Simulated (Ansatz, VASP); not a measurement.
One calculation of CuI, two programs

```
I Cu
1.0
     0.00000    3.03150    3.03150
     3.03150    0.00000    3.03150
     3.03150    3.03150    0.00000
I Cu
1 1
Direct
  0.00000 0.00000 0.00000
  0.75000 0.75000 0.75000
```

Alike in both runs: task single point; functional PBE; k mesh 6 × 6 × 6; occupations fermi-dirac, width 0.05 eV; no spin polarisation.

|  | VASP | Ansatz |
| --- | --- | --- |
| version | VASP 6.6.1 | Ansatz 0.2.0 |
| potentials or method | VASP PAW PBE potentials, release 64 (I, Cu), cutoff 520 eV | all-electron PAW datasets made for the crystal |

Ansatz gave:

| Quantity | Value |
| --- | --- |
| gap on the k mesh at the Fermi level (eV) | 1.12 |
| least direct gap on the mesh (eV) | 1.12 |
| pressure (GPa) | 0.3 |

Question: Estimate VASP's values.

Answer: gap on the k mesh at the Fermi level (eV): 1.14; least direct gap on the mesh (eV): 1.14; pressure (GPa): 0.4.

Ansatz ran all-electron here, and VASP with PAW potentials.

Spin-orbit coupling is off throughout.
